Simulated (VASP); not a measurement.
Wanted: the native input for a VASP 6.6.1 run.

```yaml
Task: single point
Functional: PBE
Potentials_or_basis: VASP PAW PBE potentials, release 64 (Li_sv, Ge_d, F)
Cutoff: 520 eV
k_mesh: 4 × 4 × 4
Occupations: gaussian, width 0.1 eV
Spin: no spin polarisation
Dipole_correction: no
Further_INCAR_settings: ALGO = Normal; EDIFF = 1e-07; NBANDS = 27
```

The structure of Li5GeF lies in POSCAR:

```
Li5GeF
1.0
    3.9051282441      0.0000000000      0.0000000000
    0.0000000000      3.9051282441      0.0000000000
    0.0000000000      0.0000000000      8.4080525265
Li Ge F
5 1 1
Direct
    0.5000000000      0.5000000000      0.0000000000
    0.5000000000      0.0000000000      0.6922203153
    0.0000000000      0.5000000000      0.3077796847
    0.5000000000      0.0000000000      0.3077796847
    0.0000000000      0.5000000000      0.6922203153
    0.0000000000      0.0000000000      0.5000000000
    0.0000000000      0.0000000000      0.0000000000
```

The cell was generated, and may not be a known phase.

One way to write it, as run:

INCAR

```
SYSTEM = Li5GeF
PREC     = Accurate       ! precision mode
ENCUT    = 520            ! plane-wave cutoff, eV
EDIFF    = 1E-7           ! SCF threshold, eV
ISMEAR   = 0              ! smearing method
SIGMA    = 0.1            ! smearing width, eV
LREAL    = .False.        ! projectors in reciprocal space
LASPH    = .True.         ! aspherical terms in the spheres
NELM     = 60             ! most SCF steps
ALGO     = Normal         ! electronic algorithm
ISIF     = 2              ! what is computed and relaxed
LWAVE    = .False.        ! write WAVECAR
LCHARG   = .False.        ! write CHGCAR
GGA      = PE             ! functional
NBANDS   = 27             ! bands
```

KPOINTS

```
regular mesh
0
Gamma
  4 4 4
  0 0 0
```

Potentials or basis: VASP PAW PBE potentials, release 64 (Li_sv, Ge_d, F).

Command:

```bash
$ cat potpaw_PBE.64/Li_sv/POTCAR potpaw_PBE.64/Ge_d/POTCAR potpaw_PBE.64/F/POTCAR > POTCAR
$ mpirun -np 1 vasp_std > vasp.out
```

It gave:

```json
{
  "Largest force": "0.023 eV/Å",
  "Band gap on the k mesh": "zero (bands 18 and 19 overlap by 0.94 eV)"
}
```

Caveat: the k points lie up to 0.40 Å⁻¹ apart, too coarse for converged energies and pressures of a metal.

It took 61 s on 1 thread of AMD EPYC 7R13 Processor (Zen 3) (shared host), peak memory 0.22 GiB.
